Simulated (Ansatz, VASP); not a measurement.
**Ti2AlN3 in VASP and in Ansatz**

```
Ti Al N
1.0
     2.96077    0.00000    0.00000
    -1.48039    2.56410    0.00000
     0.00000    0.00000    7.30824
Ti Al N
2 1 3
Direct
  0.33333 0.66667 0.16099
  0.66667 0.33333 0.83901
  0.00000 0.00000 0.50000
  0.66667 0.33333 0.34418
  0.33333 0.66667 0.65582
  0.00000 0.00000 0.00000
```

Alike in both runs: functional PBE; k mesh 6 × 6 × 4; occupations gaussian, width 0.1 eV; no spin polarisation.

Ansatz relaxed the structure, and its values are those at the end. VASP's run is a single point on that final structure, the one shown.

|  | VASP | Ansatz |
| --- | --- | --- |
| version | VASP 6.6.1 | Ansatz 0.2.0 |
| potentials or method | VASP PAW PBE potentials, release 64 (Ti_sv, Al, N), cutoff 520 eV | scalar-relativistic, plane waves, PAW |
| valence electrons in the cell | 42 | 42 |

Ansatz gave:

```
gap on the k mesh at the Fermi level (eV) : none
pressure (GPa)                            : 0.1
rms of the force components (eV/Å)        : 0.003
```

Q: What did VASP give for the same quantities?

A: gap on the k mesh at the Fermi level (eV): none; pressure (GPa): 0.3; rms of the force components (eV/Å): 0.012.

A gap of «none» marks a metal or a gap that the smearing closes. With one functional, cell and mesh, what is left measures potentials, basis and numerics.

The k mesh is coarse, so the values compare programs but aren't converged.
